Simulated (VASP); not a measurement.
# CdTe (F-43m) in VASP: notebook, part 2 of 2

VASP 6.6.1.

**6. Single point, PBE**

This run uses another cell than the first one, of 38.79 Å³/atom, 1.194 times its volume.

INCAR reads:

```
PREC = Accurate ; ENCUT = 520
EDIFF = 1E-6 ; ISMEAR = 0
SIGMA = 0.02 ; LREAL = F
LASPH = T ; NELM = 80
ALGO = Normal ; ISIF = 2
LWAVE = F ; LCHARG = F
GGA = PE ; NBANDS = 16
```

KPOINTS reads:

```
regular mesh
0
Gamma
  10 10 10
```

POSCAR reads:

```
CdTe
1.0
    0.0000000000      3.3852522161      3.3852522161
    3.3852522161      0.0000000000      3.3852522161
    3.3852522161      3.3852522161      0.0000000000
Cd Te
1 1
Direct
    0.0000000000      0.0000000000      0.0000000000
    0.2500000000      0.2500000000      0.2500000000
```

Potentials or basis: VASP PAW PBE potentials, release 64 (Cd, Te).

On the command line:

```console
> cat potpaw_PBE.64/Cd/POTCAR potpaw_PBE.64/Te/POTCAR > POTCAR
> mpirun -np 1 vasp_std > vasp.out
```

OUTCAR:

```text
PREC = Accurate
   ENCUT = 520
   EDIFF = 1E-6
   ISMEAR = 0
   LREAL = F
   LASPH = T
   NELM = 80
   ISIF = 2
   GGA = PE

 ion  position               nearest neighbor table
   1  0.000  0.000  0.000-   2 2.93   2 2.93   2 2.93   2 2.93
   2  0.250  0.250  0.250-   1 2.93   1 2.93   1 2.93   1 2.93

  LATTYP: Found a face centered cubic cell.
 ALAT       =     6.7705044322

  Lattice vectors:

 A1 = (   0.0000000000,   3.3852522161,   3.3852522161)
 A2 = (   3.3852522161,   0.0000000000,   3.3852522161)
 A3 = (   3.3852522161,   3.3852522161,   0.0000000000)

Analysis of symmetry for initial positions (statically):
=====================================================================
 Subroutine PRICEL returns:
 Original cell was already a primitive cell.

 Routine SETGRP: Setting up the symmetry group for a
 face centered cubic supercell.

 Subroutine GETGRP returns: Found 24 space group operations
 (whereof 24 operations were pure point group operations)
 out of a pool of 48 trial point group operations.

The static configuration has the point symmetry T_d .

Analysis of symmetry for dynamics (positions and initial velocities):
=====================================================================
 Subroutine PRICEL returns:
 Original cell was already a primitive cell.

 Routine SETGRP: Setting up the symmetry group for a
 face centered cubic supercell.

 Subroutine GETGRP returns: Found 24 space group operations
 (whereof 24 operations were pure point group operations)
 out of a pool of 48 trial point group operations.

The dynamic configuration has the point symmetry T_d .

 Subroutine INISYM returns: Found 24 space group operations
 (whereof 24 operations are pure point group operations),
 and found     1 'primitive' translations

----------------------------------------------------------------------------------------

                                     Primitive cell

  volume of cell :      77.5895

  direct lattice vectors                    reciprocal lattice vectors
     0.000000000  3.385252216  3.385252216    -0.147699482  0.147699482  0.147699482
     3.385252216  0.000000000  3.385252216     0.147699482 -0.147699482  0.147699482
     3.385252216  3.385252216  0.000000000     0.147699482  0.147699482 -0.147699482

  length of vectors
     4.787469596  4.787469596  4.787469596     0.255823008  0.255823008  0.255823008

  position of ions in fractional coordinates (direct lattice)
     0.000000000  0.000000000  0.000000000
     0.250000000  0.250000000  0.250000000

  ion indices of the primitive-cell ions
   primitive index   ion index
                 1           1
                 2           2

----------------------------------------------------------------------------------------

 KPOINTS: regular mesh

Automatic generation of k-mesh.
 Grid dimensions read from file:
 generate k-points for:   10   10   10

 Generating k-lattice:

  Cartesian coordinates                     Fractional coordinates (reciprocal lattice)
    -0.014769948  0.014769948  0.014769948     0.100000000  0.000000000  0.000000000
     0.014769948 -0.014769948  0.014769948     0.000000000  0.100000000  0.000000000
     0.014769948  0.014769948 -0.014769948     0.000000000  0.000000000  0.100000000

  Length of vectors
     0.025582301  0.025582301  0.025582301

  Shift w.r.t. Gamma in fractional coordinates (k-lattice)
     0.000000000  0.000000000  0.000000000

 Subroutine IBZKPT returns following result:
 ===========================================

 Found     47 irreducible k-points:

 Following reciprocal coordinates:
            Coordinates               Weight
  0.000000  0.000000  0.000000      1.000000
  0.100000  0.000000  0.000000      8.000000
  0.200000  0.000000  0.000000      8.000000
  0.300000  0.000000  0.000000      8.000000
  0.400000  0.000000  0.000000      8.000000
  0.500000  0.000000  0.000000      4.000000
[... 16 lines left out ...]
  0.300000  0.300000  0.000000      6.000000
  0.400000  0.300000  0.000000     24.000000
 [... further k-points ...]
   k-points           NKPTS =     47   k-points in BZ     NKDIM =     47   number of bands    NBANDS=     16
   number of dos      NEDOS =    301   number of ions     NIONS =      2
   total plane-waves  NPLWV =  46656
   dimension x,y,z NGX =    36 NGY =   36 NGZ =   36
   dimension x,y,z NGXF=    72 NGYF=   72 NGZF=   72
   ions per type =               1   1
   NGX,Y,Z   is equivalent  to a cutoff of  12.50, 12.50, 12.50 a.u.
   NGXF,Y,Z  is equivalent  to a cutoff of  25.00, 25.00, 25.00 a.u.
 SYSTEM =  unknown system
   PREC   = accura    normal or accurate (medium, high low for compatibility)
   ISTART =      0    job   : 0-new  1-cont  2-samecut
   ICHARG =      2    charge: 1-file 2-atom 10-const
   ISPIN  =      1    spin polarized calculation?
   LNONCOLLINEAR =      F non collinear calculations
   LSORBIT =      F    spin-orbit coupling
   LASPH  =      T    aspherical Exc in radial PAW
   ENCUT  =  520.0 eV  38.22 Ry    6.18 a.u.   8.90  8.90  8.90*2*pi/ulx,y,z
   NELM   =     80;   NELMIN=  2; NELMDL= -5     # of ELM steps
   EDIFF  = 0.1E-05   stopping-criterion for ELM
   LREAL  =      F    real-space projection
   EDIFFG = 0.1E-04   stopping-criterion for IOM
   NSW    =      0    number of steps for IOM
   IBRION =     -1    ionic relax: 0-MD 1-quasi-New 2-CG
   NFREE  =      0    steps in history (QN), initial steepest desc. (CG)
   ISIF   =      2    stress and relaxation
   ISYM   =      2    0-nonsym 1-usesym 2-fastsym
   POTIM  = 0.5000    time-step for ionic-motion
   TEBEG  =    0.0;   TEEND  =   0.0 temperature during run
   PSTRESS=    0.0 pullay stress
   NELECT =      18.0000    total number of electrons
   NUPDOWN=      -1.0000    fix difference up-down
   EMIN   =  10.00;   EMAX   =-10.00  energy-range for DOS
   EFERMI =   0.00;   METHOD = LEGACY
   ISMEAR =     0;   SIGMA  =   0.02  broadening in eV -4-tet -1-fermi 0-gaus
   EFERMI_NEDOS =   21; number of points for ismear=-14 and -15
   IALGO  =     38    algorithm
   IMIX   =      4    mixing-type and parameters
     AMIX     =   0.40;   BMIX     =  1.00
     AMIX_MAG =   1.60;   BMIX_MAG =  1.00
  volume/ion in A,a.u.               =      38.79       261.80
  Fermi-wavevector in a.u.,A,eV,Ry     =   1.005923  1.900918 13.767471  1.011881
  Thomas-Fermi vector in A             =   2.138633
   LORBIT       =      0    0 simple, 1 ext, 2 COOP (PROOUT), +10 PAW based schemes
   GGA     = PE    functional components
   LHFCALC =     F    Hartree Fock is set to
   AEXX    =    0.0000 exact exchange contribution
   IVDW    =     0    specifies the selected vdW correction
   LEPSILON=     F    determine dielectric tensor
   LRPA    =     F    only Hartree local field effects (RPA)
 non-spin polarized calculation
 Gauss-broadening in eV      SIGMA  =   0.02
  energy-cutoff  :      520.00
  volume of cell :       77.59
 maximum number of plane-waves:      2108
   NGX = 17   NGY = 17   NGZ = 17

 number of electron      17.9999992 magnetization

 Free energy of the ion-electron system (eV)
  ---------------------------------------------------
  ext. energy  EPLUGINS =         0.00000000
  ---------------------------------------------------
  free energy    TOTEN  =        -4.78100359 eV

  energy without entropy =       -4.78100359  energy(sigma->0) =       -4.78100359

 E-fermi :   1.3833     XC(G=0):  -8.0176

 val. band max:        1.2497172324   @ k =   0.0000   0.0000   0.0000
 cond. band min:       1.6368504348   @ k =   0.0000   0.0000   0.0000
 fundamental gap:      0.3871332024
 Fermi energy:         1.3832618152

 k-point     1 :       0.0000    0.0000    0.0000
  band No.  band energies     occupation
      1      -9.2616      2.00000
      2      -6.6702      2.00000
      3      -6.6702      2.00000
      4      -6.6702      2.00000
      5      -6.4946      2.00000
      6      -6.4946      2.00000
[... 8 lines left out ...]
     15      10.3728      0.00000
     16      10.3728      0.00000
[... 419 lines left out ...]
 k-point    24 :       0.4000    0.3000    0.0000
  band No.  band energies     occupation
      1      -8.9594      2.00000
      2      -6.5930      2.00000
      3      -6.5887      2.00000
      4      -6.5381      2.00000
      5      -6.4789      2.00000
      6      -6.2852      2.00000
[... 8 lines left out ...]
     15      11.4619      0.00000
     16      12.3437      0.00000

 [... further k-points ...]

------------------------ aborting loop because EDIFF is reached ----------------------------------------

  FORCE on cell =-STRESS in cart. coord.  units (eV):
  Direction    XX          YY          ZZ          XY          YZ          ZX
  --------------------------------------------------------------------------------------
  -------------------------------------------------------------------------------------
  Total       -0.9428323     -0.9428323     -0.9428323      0.0000000      0.0000000      0.0000000
  in kB      -19.4689245    -19.4689245    -19.4689245      0.0000000      0.0000000      0.0000000
  external PRESSURE =     -19.4689245 kB  Pullay stress =       0.0000000 kB

 VOLUME and BASIS-vectors are now :
 -----------------------------------------------------------------------------
  energy-cutoff  :      520.00
  volume of cell :       77.59
      direct lattice vectors                 reciprocal lattice vectors
     0.000000000  3.385252216  3.385252216    -0.147699482  0.147699482  0.147699482
     3.385252216  0.000000000  3.385252216     0.147699482 -0.147699482  0.147699482
     3.385252216  3.385252216  0.000000000     0.147699482  0.147699482 -0.147699482

 POSITION                                       TOTAL-FORCE (eV/Angst)
 -----------------------------------------------------------------------------------
      0.00000      0.00000      0.00000         0.000000      0.000000      0.000000
      1.69263      1.69263      1.69263        -0.000000     -0.000000     -0.000000
 -----------------------------------------------------------------------------------
    total drift:                               -0.000000     -0.000000     -0.000000

  FREE ENERGIE OF THE ION-ELECTRON SYSTEM (eV)
  ---------------------------------------------------
  free  energy   TOTEN  =        -4.7810035928 eV

  energy  without entropy=       -4.7810035928  energy(sigma->0) =       -4.78100359
```

OSZICAR:

```text
N       E                     dE             d eps       ncg     rms          rms(c)
DAV:   1     0.101513141120E+03    0.10151E+03   -0.81221E+03  1512   0.956E+02
DAV:   2    -0.121741610640E+01   -0.10273E+03   -0.96761E+02  1824   0.234E+02
DAV:   3    -0.498902873244E+01   -0.37716E+01   -0.37666E+01  1848   0.468E+01
DAV:   4    -0.502557971476E+01   -0.36551E-01   -0.36550E-01  2304   0.401E+00
DAV:   5    -0.502567399649E+01   -0.94282E-04   -0.94281E-04  1928   0.192E-01    0.432E+00
DAV:   6    -0.479402091539E+01    0.23165E+00   -0.39026E-01  1768   0.665E+00    0.372E+00
DAV:   7    -0.477952979563E+01    0.14491E-01   -0.94867E-02  1776   0.192E+00    0.151E+00
DAV:   8    -0.478052234040E+01   -0.99254E-03   -0.87780E-03  1680   0.102E+00    0.402E-01
DAV:   9    -0.478090386588E+01   -0.38153E-03   -0.10159E-03  1784   0.293E-01    0.808E-02
DAV:  10    -0.478095841455E+01   -0.54549E-04   -0.99744E-05  1928   0.960E-02    0.526E-02
DAV:  11    -0.478100406838E+01   -0.45654E-04   -0.72902E-05  1760   0.463E-02    0.294E-02
DAV:  12    -0.478100359283E+01    0.47554E-06   -0.27847E-06  1904   0.120E-02
   1 F= -.47810036E+01 E0= -.47810036E+01  d E =-.146674E-23
```

Wall time 19 s (1 thread of Intel Xeon 6975P-C (Granite Rapids), shared host); peak memory 0.23 GiB.

What came out:

```yaml
Free_energy: -4.7810 eV
Pressure: -1.9 GPa
Band_gap_on_the_k_mesh: 0.39 eV, direct
```

Caveat: spin-orbit coupling is left out, which moves the levels of the heavy elements.

**7. Summary**

```csv
cell,gap on the mesh (eV),pressure (GPa)
"a = 4.512 Å, angles 60.0°, 2 atoms",0.92,5.2
"a = 4.603 Å, angles 60.0°, 2 atoms",0.73,2.1
"a = 4.787 Å, angles 60.0°, 2 atoms",0.39,-1.9
```

Alike in all rows: task single point; level PBE; potentials or basis VASP PAW PBE potentials, release 64 (Cd, Te); no spin polarisation; k mesh 10 × 10 × 10; cutoff (eV) 520; smearing gaussian 0.02 eV.

Caveats: spin-orbit coupling is left out, which moves the levels of the heavy elements.

Total energies depend on the potentials used, so only differences within one code and one set of settings carry meaning.
